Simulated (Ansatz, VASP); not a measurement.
**Ta: VASP beside Ansatz**

File INCAR:

```
SYSTEM = Ta
PREC = Accurate ; ENCUT = 520
EDIFF = 1E-6 ; ISMEAR = -1
SIGMA = 0.08 ; LREAL = .False.
LASPH = .True. ; NELM = 80
ALGO = Normal ; ISIF = 2
LWAVE = .False. ; LCHARG = .False.
GGA = PS ; NBANDS = 12
```

The input KPOINTS:

```
Automatic mesh
0
Gamma
  17 17 17
  0 0 0
```

File POSCAR:

```
Ta
1.0
   -1.6512800000      1.6512800000      1.6512800000
    1.6512800000     -1.6512800000      1.6512800000
    1.6512800000      1.6512800000     -1.6512800000
Ta
1
Direct
    0.0000000000      0.0000000000      0.0000000000
```

Input for Ansatz:

```yaml
crystal:
  lattice:
    - [-1.65128, 1.65128, 1.65128]
    - [1.65128, -1.65128, 1.65128]
    - [1.65128, 1.65128, -1.65128]
  atoms:
    - { symbol: Ta, position: [0.0, 0.0, 0.0] }
kpoints:
  mp_grid: { grid: [17, 17, 17] }
  band_path:
    path:
      - [0.0, 0.0, 0.0]
      - [0.5, -0.5, 0.5]
      - [0.0, 0.0, 0.5]
      - [0.0, 0.0, 0.0]
      - [0.25, 0.25, 0.25]
      - [0.5, -0.5, 0.5]
      - [0.25, 0.25, 0.25]
      - [0.0, 0.0, 0.5]
    npoints: 14
scf:
  occupations: { method: fermi_dirac, width: 0.08 }
hamiltonian:
  xc: pbesol
  pseudopotentials: { kind: all_electron, lapw: { basis_error: 0.0005 } }
output:
  forces: true
  stress: true
  eigenvalues: true
  populations: true
  dos: { projected: true, de: 0.2, e_range: [-14, 8] }
```

Alike in both runs: task single point; functional PBEsol; k mesh 17 × 17 × 17; occupations fermi-dirac, width 0.08 eV; no spin polarisation.

|  | VASP | Ansatz |
| --- | --- | --- |
| version | VASP 6.6.1 | Ansatz 0.2.0 |
| potentials or method | VASP PAW PBE potentials, release 64 (Ta_pv), cutoff 520 eV | all-electron LAPW, scalar-relativistic |

VASP gave:

| Item | Value |
| --- | --- |
| pressure (GPa) | -3.6 |

Question: Which values does Ansatz return?

Answer: Pressure (GPa): -3.9.

VASP's potentials were made for PBE, not for PBEsol. Ansatz ran all-electron here, and VASP with PAW potentials.

Spin-orbit coupling is off throughout.
